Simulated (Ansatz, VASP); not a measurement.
## Te2Mo: VASP beside Ansatz

Contents of INCAR:

```
ALGO     = Normal         # electronic algorithm
EDIFF    = 1E-6           # SCF threshold, eV
ENCUT    = 520            # plane-wave cutoff, eV
ISIF     = 2              # what is computed and relaxed
ISMEAR   = -1             # smearing method
LASPH    = True           # aspherical terms in the spheres
LCHARG   = False          # write CHGCAR
LREAL    = False          # projectors in reciprocal space
LWAVE    = False          # write WAVECAR
NBANDS   = 35             # bands
NELM     = 80             # most SCF steps
PREC     = Accurate       # precision mode
SIGMA    = 0.05           # smearing width, eV
```

Contents of KPOINTS:

```
k-points
0
Gamma
  4 8 1
```

File POSCAR:

```
Te2Mo
1.0
    6.3616090156      0.0000000000      0.0000000000
    0.0000000000      3.4804030600      0.0000000000
   -0.0857412231      0.0000000000     36.1758904685
Te Mo
4 2
Direct
    0.4292511000      0.7500000000      0.5407035800
    0.5707489000      0.2500000000      0.4592964200
    0.9208478700      0.2500000000      0.5565273200
    0.0791521300      0.7500000000      0.4434726800
    0.1813475600      0.2500000000      0.4974653700
    0.8186524400      0.7500000000      0.5025346300
```

File input.yaml:

```yaml
crystal:
  lattice:
    - [6.3616090156, 0.0, 0.0]
    - [0.0, 3.48040306, 0.0]
    - [-0.0857412231, 0.0, 36.1758904685]
  atoms:
    - { symbol: Te, position: [0.4292511, 0.75, 0.54070358] }
    - { symbol: Te, position: [0.5707489, 0.25, 0.45929642] }
    - { symbol: Te, position: [0.92084787, 0.25, 0.55652732] }
    - { symbol: Te, position: [0.07915213, 0.75, 0.44347268] }
    - { symbol: Mo, position: [0.18134756, 0.25, 0.49746537] }
    - { symbol: Mo, position: [0.81865244, 0.75, 0.50253463] }
hamiltonian:
  xc: lda
  pseudopotentials: { kind: paw }
kpoints:
  mp_grid: { grid: [4, 8, 1] }
  band_path:
    path:
      - [[0.0, 0.0, 0.0], [0.0, 0.0, 0.5], [-0.4997944133, 0.0, 0.5067361864], [-0.5, 0.0, 0.5], [-0.5, 0.5, 0.5], [-0.5002055867, 0.5, 0.4932638136], [-0.5, 0.5, 0.0], [-0.5, 0.0, 0.0], [-0.5002055867, 0.0, 0.4932638136]]
      - [[-0.4997944133, 0.5, 0.5067361864], [0.0, 0.5, 0.5], [0.0, 0.5, 0.0]]
      - [[0.0, 0.0, 0.5], [0.0, 0.5, 0.5]]
    npoints: 14
scf:
  occupations: { method: fermi_dirac, width: 0.05 }
  n_extra_bands: 15
output:
  forces: true
  stress: true
  eigenvalues: true
  fatbands: false
```

Alike in both runs: functional LDA; k mesh 4 × 8 × 1; occupations fermi-dirac, width 0.05 eV; no spin polarisation.

|  | VASP | Ansatz |
| --- | --- | --- |
| version | VASP 6.6.1 | Ansatz 0.2.0 |
| potentials or method | VASP PAW LDA potentials, release 64 (Te, Mo_sv) | Ansatz PAW |
| plane-wave cutoff (eV) | 520 | 420 |
| valence electrons in the cell | 52 | 92 |
| task | single point | band structure |

|  | VASP | Ansatz | Ansatz less VASP |
| --- | --- | --- | --- |
| gap on the k mesh at the Fermi level (eV) | none | none | - |
| rms of the force components (eV/Å) | 0.191 | 0.211 | +0.0204 |

LDA's correlation is that of Perdew and Zunger in VASP and of Perdew and Wang (1992) in Ansatz. Atom by atom the forces differ by 0.021 eV/Å (rms over components). A gap of «none» marks a metal or a gap that the smearing closes. VASP's potentials hold 52 valence electrons a cell and Ansatz's 92, so a difference there can come from the potentials and not from the codes.

Neither program's run includes spin-orbit coupling.
